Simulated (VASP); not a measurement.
# Ag in VASP: single point with PBE

Aim: the single point of Ag with PBE.

All numbers are computed with VASP 6.6.1; they aren't measurements. Logs are shortened: lines on timing, memory, paths and dates and some standing lists are left out, and cuts for length are marked.

**1. The cell of the first run**

The cell holds a slab with vacuum, 11 atoms: a = 4.149 Å, b = 2.934 Å, c = 30.670 Å, α = 90.00°, β = 90.00°, γ = 90.00°.

**2. Single point, PBE**

File INCAR:

```
ALGO = Normal ; DIPOL = 0.5 0.5 0.500
EDIFF = 1E-7 ; ENCUT = 520
GGA = PE ; IDIPOL = 3
ISIF = 2 ; ISMEAR = 1
LASPH = True ; LCHARG = True
LDIPOL = True ; LELF = True
LREAL = False ; LVACPOTAV = True
LVHAR = True ; LWAVE = False
NBANDS = 72 ; NELM = 80
PREC = Accurate ; SIGMA = 0.1
```

File KPOINTS:

```
k-points
0
Gamma
  8 11 1
```

File POSCAR:

```
Ag
1.0
    4.1494387630      0.0000000000      0.0000000000
    0.0000000000      2.9340962870      0.0000000000
    0.0000000000      0.0000000000     30.6704814370
Ag
11
Direct
    0.0000000000      0.0000000000      0.2638324143
    0.5000000000      0.5000000000      0.3076835910
    0.0000000000      0.0000000000      0.3568727175
    0.5000000000      0.5000000000      0.4042954905
    0.0000000000      0.0000000000      0.4522789631
    0.5000000000      0.5000000000      0.5000000008
    0.0000000000      0.0000000000      0.5477210362
    0.5000000000      0.5000000000      0.5957045094
    0.0000000000      0.0000000000      0.6431272814
    0.5000000000      0.5000000000      0.6923164093
    0.0000000000      0.0000000000      0.7361675866
```

Potentials or basis: VASP PAW PBE potentials, release 64 (Ag).

Command:

```console
$ cat potpaw_PBE.64/Ag/POTCAR > POTCAR
$ mpirun -np 1 vasp_std > vasp.out
```

OUTCAR:

```text
EDIFF = 1E-7
   ENCUT = 520
   GGA = PE
   ISIF = 2
   ISMEAR = 1
   LASPH = True
   LREAL = False
   NELM = 80
   PREC = Accurate

 ion  position               nearest neighbor table
   1  0.000  0.000  0.264-   3 2.85   2 2.87   2 2.87   2 2.87   2 2.87
   2  0.500  0.500  0.308-   1 2.87   1 2.87   1 2.87   1 2.87   3 2.96   3 2.96   3 2.96   3 2.96
                             4 2.96
   3  0.000  0.000  0.357-   1 2.85   5 2.93   4 2.93   4 2.93   4 2.93   4 2.93   2 2.96   2 2.96
                             2 2.96   2 2.96
   4  0.500  0.500  0.404-   3 2.93   3 2.93   3 2.93   3 2.93   6 2.94   5 2.94   5 2.94   5 2.94
                             5 2.94   2 2.96
   5  0.000  0.000  0.452-   3 2.93   7 2.93   6 2.93   6 2.93   6 2.93   6 2.93   4 2.94   4 2.94
                             4 2.94   4 2.94
   6  0.500  0.500  0.500-   7 2.93   7 2.93   7 2.93   7 2.93   5 2.93   5 2.93   5 2.93   5 2.93
                             8 2.94   4 2.94
   7  0.000  0.000  0.548-   9 2.93   5 2.93   6 2.93   6 2.93   6 2.93   6 2.93   8 2.94   8 2.94
                             8 2.94   8 2.94
   8  0.500  0.500  0.596-   9 2.93   9 2.93   9 2.93   9 2.93   6 2.94   7 2.94   7 2.94   7 2.94
                             7 2.94  10 2.96
   9  0.000  0.000  0.643-  11 2.85   7 2.93   8 2.93   8 2.93   8 2.93   8 2.93  10 2.96  10 2.96
                            10 2.96  10 2.96
  10  0.500  0.500  0.692-  11 2.87  11 2.87  11 2.87  11 2.87   9 2.96   9 2.96   9 2.96   9 2.96
                             8 2.96
  11  0.000  0.000  0.736-   9 2.85  10 2.87  10 2.87  10 2.87  10 2.87

  LATTYP: Found a simple orthorhombic cell.
 ALAT       =     2.9340962870
 B/A-ratio  =     1.4142135626
 C/A-ratio  =    10.4531271086

  Lattice vectors:

 A1 = (   0.0000000000,  -2.9340962870,   0.0000000000)
 A2 = (   4.1494387630,   0.0000000000,   0.0000000000)
 A3 = (   0.0000000000,   0.0000000000,  30.6704814370)

Analysis of symmetry for initial positions (statically):
=====================================================================
 Subroutine PRICEL returns:
 Original cell was already a primitive cell.

 Routine SETGRP: Setting up the symmetry group for a
 simple orthorhombic supercell.

 Subroutine GETGRP returns: Found  8 space group operations
 (whereof  8 operations were pure point group operations)
 out of a pool of  8 trial point group operations.

The static configuration has the point symmetry D_2h.

Analysis of symmetry for dynamics (positions and initial velocities):
=====================================================================
 Subroutine PRICEL returns:
 Original cell was already a primitive cell.

 Routine SETGRP: Setting up the symmetry group for a
 simple orthorhombic supercell.

 Subroutine GETGRP returns: Found  8 space group operations
 (whereof  8 operations were pure point group operations)
 out of a pool of  8 trial point group operations.

The dynamic configuration has the point symmetry D_2h.

 Subroutine INISYM returns: Found  8 space group operations
 (whereof  8 operations are pure point group operations),
 and found     1 'primitive' translations

----------------------------------------------------------------------------------------

                                     Primitive cell

  volume of cell :     373.4086

  direct lattice vectors                    reciprocal lattice vectors
     4.149438763  0.000000000  0.000000000     0.240996447  0.000000000  0.000000000
     0.000000000  2.934096287  0.000000000     0.000000000  0.340820444  0.000000000
     0.000000000  0.000000000 30.670481437     0.000000000  0.000000000  0.032604640

  length of vectors
     4.149438763  2.934096287 30.670481437     0.240996447  0.340820444  0.032604640

  position of ions in fractional coordinates (direct lattice)
     0.000000000  0.000000000  0.263832414
     0.500000000  0.500000000  0.307683591
     0.000000000  0.000000000  0.356872718
     0.500000000  0.500000000  0.404295490
     0.000000000  0.000000000  0.452278963
     0.500000000  0.500000000  0.500000001
     0.000000000  0.000000000  0.547721036
     0.500000000  0.500000000  0.595704509
     0.000000000  0.000000000  0.643127281
     0.500000000  0.500000000  0.692316409
     0.000000000  0.000000000  0.736167587

  ion indices of the primitive-cell ions
   primitive index   ion index
                 1           1
                 2           2
                 3           3
                 4           4
                 5           5
                 6           6
                 7           7
                 8           8
                 9           9
                10          10
                11          11

----------------------------------------------------------------------------------------

 KPOINTS: k-points

Automatic generation of k-mesh.
 Grid dimensions read from file:
 generate k-points for:    8   11    1

 Generating k-lattice:

  Cartesian coordinates                     Fractional coordinates (reciprocal lattice)
     0.030124556  0.000000000  0.000000000     0.125000000  0.000000000  0.000000000
     0.000000000  0.030983677  0.000000000     0.000000000  0.090909091  0.000000000
     0.000000000  0.000000000  0.032604640     0.000000000  0.000000000  1.000000000

  Length of vectors
     0.030124556  0.030983677  0.032604640

  Shift w.r.t. Gamma in fractional coordinates (k-lattice)
     0.000000000  0.000000000  0.000000000

 Subroutine IBZKPT returns following result:
 ===========================================

 Found     30 irreducible k-points:

 Following reciprocal coordinates:
            Coordinates               Weight
  0.000000  0.000000  0.000000      1.000000
  0.125000  0.000000  0.000000      2.000000
  0.250000  0.000000  0.000000      2.000000
  0.375000  0.000000  0.000000      2.000000
  0.500000  0.000000  0.000000      1.000000
  0.000000  0.090909  0.000000      2.000000
[... 16 lines left out ...]
  0.250000  0.363636  0.000000      4.000000
  0.375000  0.363636  0.000000      4.000000
 [... further k-points ...]
   k-points           NKPTS =     30   k-points in BZ     NKDIM =     30   number of bands    NBANDS=     72
   number of dos      NEDOS =    301   number of ions     NIONS =     11
   total plane-waves  NPLWV = 184320
   dimension x,y,z NGX =    32 NGY =   24 NGZ =  240
   dimension x,y,z NGXF=    64 NGYF=   48 NGZF=  480
   ions per type =              11
   NGX,Y,Z   is equivalent  to a cutoff of  12.82, 13.60, 13.01 a.u.
   NGXF,Y,Z  is equivalent  to a cutoff of  25.64, 27.20, 26.02 a.u.
 SYSTEM =  unknown system
   PREC   = accura    normal or accurate (medium, high low for compatibility)
   ISTART =      0    job   : 0-new  1-cont  2-samecut
   ICHARG =      2    charge: 1-file 2-atom 10-const
   ISPIN  =      1    spin polarized calculation?
   LNONCOLLINEAR =      F non collinear calculations
   LSORBIT =      F    spin-orbit coupling
   LASPH  =      T    aspherical Exc in radial PAW
   ENCUT  =  520.0 eV  38.22 Ry    6.18 a.u.   7.72  5.46 57.03*2*pi/ulx,y,z
   NELM   =     80;   NELMIN=  2; NELMDL= -5     # of ELM steps
   EDIFF  = 0.1E-06   stopping-criterion for ELM
   LREAL  =      F    real-space projection
   EDIFFG = 0.1E-05   stopping-criterion for IOM
   NSW    =      0    number of steps for IOM
   IBRION =     -1    ionic relax: 0-MD 1-quasi-New 2-CG
   NFREE  =      0    steps in history (QN), initial steepest desc. (CG)
   ISIF   =      2    stress and relaxation
   ISYM   =      2    0-nonsym 1-usesym 2-fastsym
   POTIM  = 0.5000    time-step for ionic-motion
   TEBEG  =    0.0;   TEEND  =   0.0 temperature during run
   PSTRESS=    0.0 pullay stress
   NELECT =     121.0000    total number of electrons
   NUPDOWN=      -1.0000    fix difference up-down
   EMIN   =  10.00;   EMAX   =-10.00  energy-range for DOS
   EFERMI =   0.00;   METHOD = LEGACY
   ISMEAR =     1;   SIGMA  =   0.10  broadening in eV -4-tet -1-fermi 0-gaus
   EFERMI_NEDOS =   21; number of points for ismear=-14 and -15
   IALGO  =     38    algorithm
   IMIX   =      4    mixing-type and parameters
     AMIX     =   0.40;   BMIX     =  1.00
     AMIX_MAG =   1.60;   BMIX_MAG =  1.00
  volume/ion in A,a.u.               =      33.95       229.08
  Fermi-wavevector in a.u.,A,eV,Ry     =   1.124454  2.124911 17.203175  1.264398
  Thomas-Fermi vector in A             =   2.261126
   LORBIT       =      0    0 simple, 1 ext, 2 COOP (PROOUT), +10 PAW based schemes
   GGA     = PE    functional components
   LHFCALC =     F    Hartree Fock is set to
   AEXX    =    0.0000 exact exchange contribution
   IVDW    =     0    specifies the selected vdW correction
   LEPSILON=     F    determine dielectric tensor
   LRPA    =     F    only Hartree local field effects (RPA)
 non-spin polarized calculation
 Methfessel and Paxton  Order N= 1 SIGMA  =   0.10
  energy-cutoff  :      520.00
  volume of cell :      373.41
 maximum number of plane-waves:     10179
 NGX is ok and might be reduce to    32
   NGX = 15   NGY = 11   NGZ =115

 dipolmoment           0.000000      0.000000      0.000000 electrons x Angstroem

 number of electron     121.0000041 magnetization

 dipolmoment           0.000000      0.000000     -0.000000 electrons x Angstroem

 Free energy of the ion-electron system (eV)
  ---------------------------------------------------
  ext. energy  EPLUGINS =         0.00000000
  ---------------------------------------------------
  free energy    TOTEN  =       -28.60653550 eV

  energy without entropy =      -28.60663915  energy(sigma->0) =      -28.60657005

 E-fermi :   2.2184     XC(G=0):  -6.8461

 val. band max:        2.2002419468   @ k =   0.3750   0.1818   0.0000
 cond. band min:       2.2297926444   @ k =   0.3750   0.0000   0.0000
 fundamental gap:      0.0295506976
 Fermi energy:         2.2184285561

 k-point     1 :       0.0000    0.0000    0.0000
  band No.  band energies     occupation
      1      -5.1578      2.00000
      2      -4.7448      2.00000
      3      -4.1399      2.00000
      4      -3.9485      2.00000
      5      -3.8171      2.00000
      6      -3.8016      2.00000
[... 64 lines left out ...]
     71       7.5151      0.00000
     72       7.5216      0.00000

 k-point     2 :       0.1250    0.0000    0.0000
  band No.  band energies     occupation
      1      -5.0050      2.00000
      2      -4.6118      2.00000
      3      -4.0741      2.00000
      4      -3.8888      2.00000
      5      -3.7703      2.00000
      6      -3.7525      2.00000
[... 64 lines left out ...]
     71       7.3140      0.00000
     72       7.6768      0.00000

 k-point     3 :       0.2500    0.0000    0.0000
  band No.  band energies     occupation
      1      -4.5697      2.00000
      2      -4.2496      2.00000
      3      -3.9311      2.00000
      4      -3.7861      2.00000
      5      -3.7321      2.00000
      6      -3.6931      2.00000
[... 1564 lines left out ...]
     71       7.3927      0.00000
     72       7.5154      0.00000

 k-point    24 :       0.3750    0.3636    0.0000
  band No.  band energies     occupation
      1      -3.8059      2.00000
      2      -3.6324      2.00000
      3      -3.5622      2.00000
      4      -3.4131      2.00000
      5      -3.3844      2.00000
      6      -3.3715      2.00000
[... 64 lines left out ...]
     71       7.2370      0.00000
     72       7.8827      0.00000

 [... further k-points ...]

------------------------ aborting loop because EDIFF is reached ----------------------------------------

  FORCE on cell =-STRESS in cart. coord.  units (eV):
  Direction    XX          YY          ZZ          XY          YZ          ZX
  --------------------------------------------------------------------------------------
  -------------------------------------------------------------------------------------
  Total       -1.2248820     -1.7350008     -0.2186801      0.0000000      0.0000000      0.0000000
  in kB       -5.2555784     -7.4443355     -0.9382866      0.0000000      0.0000000      0.0000000
  external PRESSURE =      -4.5460668 kB  Pullay stress =       0.0000000 kB

 VOLUME and BASIS-vectors are now :
 -----------------------------------------------------------------------------
  energy-cutoff  :      520.00
  volume of cell :      373.41
      direct lattice vectors                 reciprocal lattice vectors
     4.149438763  0.000000000  0.000000000     0.240996447  0.000000000  0.000000000
     0.000000000  2.934096287  0.000000000     0.000000000  0.340820444  0.000000000
     0.000000000  0.000000000 30.670481437     0.000000000  0.000000000  0.032604640

 POSITION                                       TOTAL-FORCE (eV/Angst)
 -----------------------------------------------------------------------------------
      0.00000      0.00000      8.09187        -0.000000      0.000000      0.010352
      2.07472      1.46705      9.43680        -0.000000     -0.000000     -0.001373
      0.00000      0.00000     10.94546        -0.000000      0.000000     -0.000142
      2.07472      1.46705     12.39994        -0.000000      0.000000     -0.002896
      0.00000      0.00000     13.87161        -0.000000      0.000000      0.005525
      2.07472      1.46705     15.33524        -0.000000      0.000000      0.000000
      0.00000      0.00000     16.79887        -0.000000      0.000000     -0.005525
      2.07472      1.46705     18.27054        -0.000000     -0.000000      0.002896
      0.00000      0.00000     19.72502        -0.000000      0.000000      0.000142
      2.07472      1.46705     21.23368        -0.000000      0.000000      0.001373
      0.00000      0.00000     22.57861         0.000000      0.000000     -0.010352
 -----------------------------------------------------------------------------------
    total drift:                                0.000000     -0.000000     -0.000001

  FREE ENERGIE OF THE ION-ELECTRON SYSTEM (eV)
  ---------------------------------------------------
  free  energy   TOTEN  =       -28.6065355035 eV

  energy  without entropy=      -28.6066391507  energy(sigma->0) =      -28.60657005

 vacuum level on the upper side and lower side of the slab         6.312         6.312
```

Run time: 46 min. Hardware: 1 thread of Oxide Virtual Turin-like, shared host; peak memory 0.73 GiB.

What came out:

```yaml
Free_energy: -28.6065 eV
Largest_force: 0.010 eV/Å
Band_gap_on_the_k_mesh: zero (an odd number of electrons rules out a gap without spin polarisation)
```

Forces on the atoms (eV/Å):
```
Ag   0.000  0.000  0.010
Ag   0.000  0.000 -0.001
Ag   0.000  0.000  0.000
Ag   0.000  0.000 -0.003
Ag   0.000  0.000  0.006
Ag   0.000  0.000  0.000
Ag   0.000  0.000 -0.006
Ag   0.000  0.000  0.003
Ag   0.000  0.000  0.000
Ag   0.000  0.000  0.001
Ag   0.000  0.000 -0.010
```

Levels at points of the mesh, in eV from the Fermi level:
| k point | band 58 | band 59 | band 60 | band 61 | band 62 | band 63 | band 64 | band 65 |
| --- | --- | --- | --- | --- | --- | --- | --- | --- |
| (0.00, 0.00, 0.00) | -2.87 | -2.84 | -2.25 | -1.14 | 0.13 | 1.59 | 1.86 | 2.67 |
| (0.50, 0.00, 0.00) | -2.98 | -2.77 | -2.52 | -2.20 | -1.86 | -1.46 | -1.01 | -0.37 |
